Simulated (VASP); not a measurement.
# SiO2 (P4_2/mnm) in VASP: notebook

SiO2 is run at these levels: PBE; tasks: single point.

All numbers are computed with VASP 6.6.1; they aren't measurements. Logs are shortened: lines on timing, memory, paths and dates and some standing lists are left out, and cuts for length are marked.

## 1. The cell of the first run

It takes space group P4_2/mnm (No. 136, tetragonal). Conventional cell: a = 4.331 Å, b = 4.331 Å, c = 2.771 Å, α = 90.00°, β = 90.00°, γ = 90.00°. Within 2.4 Å of Si (site symmetry mmm) lie 6 O at 1.82 to 1.88 Å. O (site symmetry m2m) has 3 Si at 1.82 to 1.88 Å and 1 O at 2.36 Å within 2.4 Å.

## 2. Single point, PBE

INCAR

```
PREC = Accurate
ENCUT = 520
EDIFF = 1E-6
ISMEAR = 0
SIGMA = 0.05
LREAL = False
LASPH = True
NELM = 60
ALGO = Normal
ISIF = 2
LWAVE = False
LCHARG = False
GGA = PE
NBANDS = 25
```

KPOINTS

```
Automatic mesh
0
Gamma
  6 6 8
```

POSCAR

```
SiO2
1.0
    4.3312000000      0.0000000000      0.0000000000
    0.0000000000      4.3312000000      0.0000000000
    0.0000000000      0.0000000000      2.7705000000
Si O
2 4
Direct
    0.5000000000      0.5000000000      0.5000000000
    0.0000000000      0.0000000000      0.0000000000
    0.6930127928      0.6930127928      0.0000000000
    0.1930127928      0.8069872072      0.5000000000
    0.3069872072      0.3069872072      0.0000000000
    0.8069872072      0.1930127928      0.5000000000
```

Potentials or basis: VASP PAW PBE potentials, release 64 (Si, O).

On the command line:

```bash
cat potpaw_PBE.64/Si/POTCAR potpaw_PBE.64/O/POTCAR > POTCAR
mpirun -np 1 vasp_std > vasp.out
```

OUTCAR:

```text
PREC = Accurate
   ENCUT = 520
   EDIFF = 1E-6
   ISMEAR = 0
   LREAL = False
   LASPH = True
   NELM = 60
   ISIF = 2
   GGA = PE

 ion  position               nearest neighbor table
   1  0.500  0.500  0.500-   3 1.82   5 1.82   3 1.82   5 1.82   4 1.88   6 1.88
   2  0.000  0.000  0.000-   4 1.82   6 1.82   4 1.82   6 1.82   5 1.88   3 1.88
   3  0.693  0.693  0.000-   1 1.82   1 1.82   2 1.88
   4  0.193  0.807  0.500-   2 1.82   2 1.82   1 1.88
   5  0.307  0.307  0.000-   1 1.82   1 1.82   2 1.88
   6  0.807  0.193  0.500-   2 1.82   2 1.82   1 1.88

  LATTYP: Found a simple tetragonal cell.
 ALAT       =     4.3312000000
 C/A-ratio  =     0.6396610639

  Lattice vectors:

 A1 = (   4.3312000000,   0.0000000000,   0.0000000000)
 A2 = (   0.0000000000,   4.3312000000,   0.0000000000)
 A3 = (   0.0000000000,   0.0000000000,   2.7705000000)

Analysis of symmetry for initial positions (statically):
=====================================================================
 Subroutine PRICEL returns:
 Original cell was already a primitive cell.

 Routine SETGRP: Setting up the symmetry group for a
 simple tetragonal supercell.

 Subroutine GETGRP returns: Found 16 space group operations
 (whereof  8 operations were pure point group operations)
 out of a pool of 16 trial point group operations.

The static configuration has the point symmetry D_2h.
 The point group associated with its full space group is D_4h.

Analysis of symmetry for dynamics (positions and initial velocities):
=====================================================================
 Subroutine PRICEL returns:
 Original cell was already a primitive cell.

 Routine SETGRP: Setting up the symmetry group for a
 simple tetragonal supercell.

 Subroutine GETGRP returns: Found 16 space group operations
 (whereof  8 operations were pure point group operations)
 out of a pool of 16 trial point group operations.

The dynamic configuration has the point symmetry D_2h.
 The point group associated with its full space group is D_4h.

 Subroutine INISYM returns: Found 16 space group operations
 (whereof  8 operations are pure point group operations),
 and found     1 'primitive' translations

----------------------------------------------------------------------------------------

                                     Primitive cell

  volume of cell :      51.9726

  direct lattice vectors                    reciprocal lattice vectors
     4.331200000  0.000000000  0.000000000     0.230882896  0.000000000  0.000000000
     0.000000000  4.331200000  0.000000000     0.000000000  0.230882896  0.000000000
     0.000000000  0.000000000  2.770500000     0.000000000  0.000000000  0.360945678

  length of vectors
     4.331200000  4.331200000  2.770500000     0.230882896  0.230882896  0.360945678

  position of ions in fractional coordinates (direct lattice)
     0.500000000  0.500000000  0.500000000
     0.000000000  0.000000000  0.000000000
     0.693012793  0.693012793  0.000000000
     0.193012793  0.806987207  0.500000000
     0.306987207  0.306987207  0.000000000
     0.806987207  0.193012793  0.500000000

  ion indices of the primitive-cell ions
   primitive index   ion index
                 1           1
                 2           2
                 3           3
                 4           4
                 5           5
                 6           6

----------------------------------------------------------------------------------------

 KPOINTS: Automatic mesh

Automatic generation of k-mesh.
 Grid dimensions read from file:
 generate k-points for:    6    6    8

 Generating k-lattice:

  Cartesian coordinates                     Fractional coordinates (reciprocal lattice)
     0.038480483  0.000000000  0.000000000     0.166666667  0.000000000  0.000000000
     0.000000000  0.038480483  0.000000000     0.000000000  0.166666667  0.000000000
     0.000000000  0.000000000  0.045118210     0.000000000  0.000000000  0.125000000

  Length of vectors
     0.038480483  0.038480483  0.045118210

  Shift w.r.t. Gamma in fractional coordinates (k-lattice)
     0.000000000  0.000000000  0.000000000

 Subroutine IBZKPT returns following result:
 ===========================================

 Found     50 irreducible k-points:

 Following reciprocal coordinates:
            Coordinates               Weight
  0.000000  0.000000  0.000000      1.000000
  0.166667  0.000000  0.000000      4.000000
  0.333333  0.000000  0.000000      4.000000
  0.500000  0.000000  0.000000      2.000000
  0.166667  0.166667  0.000000      4.000000
  0.333333  0.166667  0.000000      8.000000
[... 16 lines left out ...]
  0.333333  0.000000  0.250000      8.000000
  0.500000  0.000000  0.250000      4.000000
 [... further k-points ...]
   k-points           NKPTS =     50   k-points in BZ     NKDIM =     50   number of bands    NBANDS=     25
   number of dos      NEDOS =    301   number of ions     NIONS =      6
   total plane-waves  NPLWV =  24576
   dimension x,y,z NGX =    32 NGY =   32 NGZ =   24
   dimension x,y,z NGXF=    64 NGYF=   64 NGZF=   48
   ions per type =               2   4
   NGX,Y,Z   is equivalent  to a cutoff of  12.28, 12.28, 14.40 a.u.
   NGXF,Y,Z  is equivalent  to a cutoff of  24.57, 24.57, 28.80 a.u.
 SYSTEM =  unknown system
   PREC   = accura    normal or accurate (medium, high low for compatibility)
   ISTART =      0    job   : 0-new  1-cont  2-samecut
   ICHARG =      2    charge: 1-file 2-atom 10-const
   ISPIN  =      1    spin polarized calculation?
   LNONCOLLINEAR =      F non collinear calculations
   LSORBIT =      F    spin-orbit coupling
   LASPH  =      T    aspherical Exc in radial PAW
   ENCUT  =  520.0 eV  38.22 Ry    6.18 a.u.   8.05  8.05  5.15*2*pi/ulx,y,z
   NELM   =     60;   NELMIN=  2; NELMDL= -5     # of ELM steps
   EDIFF  = 0.1E-05   stopping-criterion for ELM
   LREAL  =      F    real-space projection
   EDIFFG = 0.1E-04   stopping-criterion for IOM
   NSW    =      0    number of steps for IOM
   IBRION =     -1    ionic relax: 0-MD 1-quasi-New 2-CG
   NFREE  =      0    steps in history (QN), initial steepest desc. (CG)
   ISIF   =      2    stress and relaxation
   ISYM   =      2    0-nonsym 1-usesym 2-fastsym
   POTIM  = 0.5000    time-step for ionic-motion
   TEBEG  =    0.0;   TEEND  =   0.0 temperature during run
   PSTRESS=    0.0 pullay stress
   NELECT =      32.0000    total number of electrons
   NUPDOWN=      -1.0000    fix difference up-down
   EMIN   =  10.00;   EMAX   =-10.00  energy-range for DOS
   EFERMI =   0.00;   METHOD = LEGACY
   ISMEAR =     0;   SIGMA  =   0.05  broadening in eV -4-tet -1-fermi 0-gaus
   EFERMI_NEDOS =   21; number of points for ismear=-14 and -15
   IALGO  =     38    algorithm
   IMIX   =      4    mixing-type and parameters
     AMIX     =   0.40;   BMIX     =  1.00
     AMIX_MAG =   1.60;   BMIX_MAG =  1.00
  volume/ion in A,a.u.               =       8.66        58.45
  Fermi-wavevector in a.u.,A,eV,Ry     =   1.392729  2.631876 26.391139  1.939694
  Thomas-Fermi vector in A             =   2.516444
   LORBIT       =      0    0 simple, 1 ext, 2 COOP (PROOUT), +10 PAW based schemes
   GGA     = PE    functional components
   LHFCALC =     F    Hartree Fock is set to
   AEXX    =    0.0000 exact exchange contribution
   IVDW    =     0    specifies the selected vdW correction
   LEPSILON=     F    determine dielectric tensor
   LRPA    =     F    only Hartree local field effects (RPA)
 non-spin polarized calculation
 Gauss-broadening in eV      SIGMA  =   0.05
  energy-cutoff  :      520.00
  volume of cell :       51.97
 maximum number of plane-waves:      1432
   NGX = 17   NGY = 17   NGZ = 11

 number of electron      32.0000016 magnetization

 Free energy of the ion-electron system (eV)
  ---------------------------------------------------
  ext. energy  EPLUGINS =         0.00000000
  ---------------------------------------------------
  free energy    TOTEN  =       -46.08688538 eV

  energy without entropy =      -46.08688538  energy(sigma->0) =      -46.08688538

 E-fermi :   7.0577     XC(G=0): -11.7090

 val. band max:        6.7882528323   @ k =   0.0000   0.0000   0.0000
 cond. band min:      10.5592087182   @ k =   0.0000   0.0000   0.0000
 fundamental gap:      3.7709558859
 Fermi energy:         7.0576964559

 k-point     1 :       0.0000    0.0000    0.0000
  band No.  band energies     occupation
      1     -14.6932      2.00000
      2     -11.5782      2.00000
      3     -11.5782      2.00000
      4     -11.4235      2.00000
      5      -3.4078      2.00000
      6       0.9748      2.00000
[... 17 lines left out ...]
     24      19.5506      0.00000
     25      21.1225      0.00000

 k-point     2 :       0.1667    0.0000    0.0000
  band No.  band energies     occupation
      1     -14.5658      2.00000
      2     -12.1422      2.00000
      3     -11.5183      2.00000
      4     -11.1183      2.00000
      5      -3.1994      2.00000
      6       0.2651      2.00000
[... 17 lines left out ...]
     24      19.1368      0.00000
     25      21.1297      0.00000

 k-point     3 :       0.3333    0.0000    0.0000
  band No.  band energies     occupation
      1     -14.1948      2.00000
      2     -12.8935      2.00000
      3     -11.3588      2.00000
      4     -11.0387      2.00000
      5      -2.6324      2.00000
      6      -0.8114      2.00000
[... 17 lines left out ...]
     24      19.6326      0.00000
     25      20.4447      0.00000

 k-point     4 :       0.5000    0.0000    0.0000
  band No.  band energies     occupation
      1     -13.6149      2.00000
      2     -13.6149      2.00000
      3     -11.1630      2.00000
      4     -11.1630      2.00000
      5      -1.8108      2.00000
      6      -1.8108      2.00000
[... 17 lines left out ...]
     24      19.2185      0.00000
     25      20.6404      0.00000

 k-point     5 :       0.1667    0.1667    0.0000
  band No.  band energies     occupation
      1     -14.4423      2.00000
      2     -12.3071      2.00000
      3     -11.6469      2.00000
      4     -11.0368      2.00000
      5      -2.9781      2.00000
      6       0.1174      2.00000
[... 17 lines left out ...]
     24      19.0290      0.00000
     25      21.1661      0.00000

 k-point     6 :       0.3333    0.1667    0.0000
  band No.  band energies     occupation
      1     -14.0838      2.00000
      2     -12.8726      2.00000
      3     -11.5539      2.00000
      4     -11.0954      2.00000
      5      -2.3890      2.00000
      6      -0.6541      2.00000
[... 17 lines left out ...]
     24      19.5691      0.00000
     25      20.4849      0.00000
[... 393 lines left out ...]
 k-point    21 :       0.0000    0.0000    0.2500
  band No.  band energies     occupation
      1     -13.9920      2.00000
      2     -11.4432      2.00000
      3     -11.2682      2.00000
      4     -11.2682      2.00000
      5      -3.1924      2.00000
      6       0.5709      2.00000
[... 17 lines left out ...]
     24      19.7537      0.00000
     25      20.1199      0.00000

 k-point    22 :       0.1667    0.0000    0.2500
  band No.  band energies     occupation
      1     -13.8776      2.00000
      2     -11.8362      2.00000
      3     -11.2330      2.00000
      4     -11.0766      2.00000
      5      -2.9430      2.00000
      6       0.1531      2.00000
[... 17 lines left out ...]
     24      19.6817      0.00000
     25      20.1297      0.00000

 k-point    23 :       0.3333    0.0000    0.2500
  band No.  band energies     occupation
      1     -13.5467      2.00000
      2     -12.4322      2.00000
      3     -11.1433      2.00000
      4     -10.9992      2.00000
      5      -2.2700      2.00000
      6      -0.3494      2.00000
[... 17 lines left out ...]
     24      19.1260      0.00000
     25      20.0397      0.00000

 k-point    24 :       0.5000    0.0000    0.2500
  band No.  band energies     occupation
      1     -13.0399      2.00000
      2     -13.0399      2.00000
      3     -11.0442      2.00000
      4     -11.0442      2.00000
      5      -1.3338      2.00000
      6      -1.3338      2.00000
[... 17 lines left out ...]
     24      19.0671      0.00000
     25      19.8926      0.00000

 [... further k-points ...]

------------------------ aborting loop because EDIFF is reached ----------------------------------------

  FORCE on cell =-STRESS in cart. coord.  units (eV):
  Direction    XX          YY          ZZ          XY          YZ          ZX
  --------------------------------------------------------------------------------------
  -------------------------------------------------------------------------------------
  Total       -5.4199971     -5.4199971     -7.6539472      0.0000000      0.0000000      0.0000000
  in kB     -167.0840555   -167.0840555   -235.9507771      0.0000000      0.0000000      0.0000000
  external PRESSURE =    -190.0396293 kB  Pullay stress =       0.0000000 kB

 VOLUME and BASIS-vectors are now :
 -----------------------------------------------------------------------------
  energy-cutoff  :      520.00
  volume of cell :       51.97
      direct lattice vectors                 reciprocal lattice vectors
     4.331200000  0.000000000  0.000000000     0.230882896  0.000000000  0.000000000
     0.000000000  4.331200000  0.000000000     0.000000000  0.230882896  0.000000000
     0.000000000  0.000000000  2.770500000     0.000000000  0.000000000  0.360945678

 POSITION                                       TOTAL-FORCE (eV/Angst)
 -----------------------------------------------------------------------------------
      2.16560      2.16560      1.38525         0.000000      0.000000     -0.000000
      0.00000      0.00000      0.00000         0.000000      0.000000     -0.000000
      3.00158      3.00158      0.00000        -0.272467     -0.272467     -0.000000
      0.83598      3.49522      1.38525        -0.272467      0.272467     -0.000000
      1.32962      1.32962      0.00000         0.272467      0.272467      0.000000
      3.49522      0.83598      1.38525         0.272467     -0.272467     -0.000000
 -----------------------------------------------------------------------------------
    total drift:                                0.000000      0.000000     -0.000000

  FREE ENERGIE OF THE ION-ELECTRON SYSTEM (eV)
  ---------------------------------------------------
  free  energy   TOTEN  =       -46.0868853809 eV

  energy  without entropy=      -46.0868853809  energy(sigma->0) =      -46.08688538
```

Wall time 62 s (1 thread of Intel Xeon 8259CL, shared host); peak memory 0.19 GiB.

Results:

```
Free energy            : -46.0869 eV
Pressure               : -19.0 GPa
Largest force          : 0.385 eV/Å
Band gap on the k mesh : 3.77 eV
```

Forces in eV/Å, atoms in the order of the input:
```
Si   0.000  0.000  0.000
Si   0.000  0.000  0.000
O   -0.272 -0.272  0.000
O   -0.272  0.272  0.000
O    0.272  0.272  0.000
O    0.272 -0.272  0.000
```

Stress tensor (GPa, compression positive):
```
-16.71   0.00   0.00
  0.00 -16.71   0.00
  0.00   0.00 -23.60
```

Levels at points of the mesh, in eV from the valence-band top:
```csv
k point,band 12,band 13,band 14,band 15,band 16,band 17,band 18,band 19,band 20,band 21
"(0.00, 0.00, 0.00)",-2.86,-2.46,-0.80,-0.80,0.00,3.77,6.15,7.58,7.58,10.65
"(0.50, 0.00, 0.00)",-3.39,-2.49,-2.49,-0.96,-0.96,6.26,6.26,8.24,8.24,10.30
"(0.50, 0.50, 0.00)",-2.96,-2.40,-2.40,-1.93,-1.93,6.07,6.07,9.01,9.01,11.86
"(0.00, 0.00, 0.50)",-4.21,-2.58,-2.58,-2.32,-2.32,7.66,7.66,11.39,11.39,11.61
"(0.50, 0.00, 0.50)",-3.50,-2.03,-2.03,-1.50,-1.50,7.59,7.59,8.69,8.69,11.87
"(0.50, 0.50, 0.50)",-4.10,-1.59,-1.59,-1.32,-1.32,5.95,5.95,10.12,10.12,11.21
```

Caveat: the cell stands under tension.

## 3. Single point, PBE

This run uses another cell than the first one, of 8.78 Å³/atom.

INCAR

```
SYSTEM = SiO2
PREC     = Accurate       ! precision mode
ENCUT    = 520            ! plane-wave cutoff, eV
EDIFF    = 1E-6           ! SCF threshold, eV
ISMEAR   = 0              ! smearing method
SIGMA    = 0.05           ! smearing width, eV
LREAL    = .FALSE.        ! projectors in reciprocal space
LASPH    = .TRUE.         ! aspherical terms in the spheres
NELM     = 80             ! most SCF steps
ALGO     = Normal         ! electronic algorithm
ISIF     = 2              ! what is computed and relaxed
LWAVE    = .FALSE.        ! write WAVECAR
LCHARG   = .TRUE.         ! write CHGCAR
GGA      = PE             ! functional
LELF     = .TRUE.         ! ELF
LVHAR    = .TRUE.       
NBANDS   = 25             ! bands
```

KPOINTS

```
Automatic mesh
0
G
  6 6 8
  0 0 0
```

Edit POSCAR of step 2 so:

```diff
@@ -2,5 +2,5 @@
 1.0
-    4.3312000000      0.0000000000      0.0000000000
-    0.0000000000      4.3312000000      0.0000000000
-    0.0000000000      0.0000000000      2.7705000000
+    4.2994000000      0.0000000000      0.0000000000
+    0.0000000000      4.2994000000      0.0000000000
+    0.0000000000      0.0000000000      2.8512000000
 Si O
```

Potentials or basis: VASP PAW PBE potentials, release 64 (Si, O).

On the command line:

```bash
cat potpaw_PBE.64/Si/POTCAR potpaw_PBE.64/O/POTCAR > POTCAR
mpirun -np 1 vasp_std > vasp.out
```

OUTCAR:

```text
SYSTEM = SiO2
   PREC = Accurate
   ENCUT = 520
   EDIFF = 1E-6
   ISMEAR = 0
   LREAL = .FALSE.
   LASPH = .TRUE.
   NELM = 80
   ISIF = 2
   GGA = PE

 ion  position               nearest neighbor table
   1  0.500  0.500  0.500-   3 1.85   5 1.85   3 1.85   5 1.85   4 1.87   6 1.87
   2  0.000  0.000  0.000-   4 1.85   6 1.85   4 1.85   6 1.85   5 1.87   3 1.87
   3  0.693  0.693  0.000-   1 1.85   1 1.85   2 1.87
   4  0.193  0.807  0.500-   2 1.85   2 1.85   1 1.87
   5  0.307  0.307  0.000-   1 1.85   1 1.85   2 1.87
   6  0.807  0.193  0.500-   2 1.85   2 1.85   1 1.87

[... 881 lines left out ...]
  -------------------------------------------------------------------------------------
  Total       -5.4337562     -5.4337562    -11.8436708      0.0000000      0.0000000      0.0000000
  in kB     -165.1837577   -165.1837577   -360.0422966      0.0000000      0.0000000      0.0000000
  external PRESSURE =    -230.1366040 kB  Pullay stress =       0.0000000 kB

 VOLUME and BASIS-vectors are now :
 -----------------------------------------------------------------------------
  energy-cutoff  :      520.00
  volume of cell :       52.70
      direct lattice vectors                 reciprocal lattice vectors
     4.299400000  0.000000000  0.000000000     0.232590594  0.000000000  0.000000000
     0.000000000  4.299400000  0.000000000     0.000000000  0.232590594  0.000000000
     0.000000000  0.000000000  2.851200000     0.000000000  0.000000000  0.350729517

 POSITION                                       TOTAL-FORCE (eV/Angst)
 -----------------------------------------------------------------------------------
      2.14970      2.14970      1.42560         0.000000     -0.000000      0.000000
      0.00000      0.00000      0.00000         0.000000     -0.000000      0.000000
      2.97954      2.97954      0.00000        -0.081330     -0.081330      0.000000
      0.82984      3.46956      1.42560        -0.081330      0.081330     -0.000000
      1.31986      1.31986      0.00000         0.081330      0.081330     -0.000000
      3.46956      0.82984      1.42560         0.081330     -0.081330      0.000000
 -----------------------------------------------------------------------------------
    total drift:                                0.000000      0.000000     -0.000000

  FREE ENERGIE OF THE ION-ELECTRON SYSTEM (eV)
  ---------------------------------------------------
  free  energy   TOTEN  =       -45.8866317019 eV

  energy  without entropy=      -45.8866317019  energy(sigma->0) =      -45.88663170
```

Wall time 49 s (1 thread of Intel Xeon 8259CL, shared host); peak memory 0.19 GiB.

What came out:

- Free energy: -45.8866 eV
- Pressure: -23.0 GPa
- Largest force: 0.115 eV/Å
- Band gap on the k mesh: 3.40 eV

Forces in eV/Å, atoms in the order of the input:
```
Si   0.000  0.000  0.000
Si   0.000  0.000  0.000
O   -0.081 -0.081  0.000
O   -0.081  0.081  0.000
O    0.081  0.081  0.000
O    0.081 -0.081  0.000
```

Caveat: the cell stands under tension.
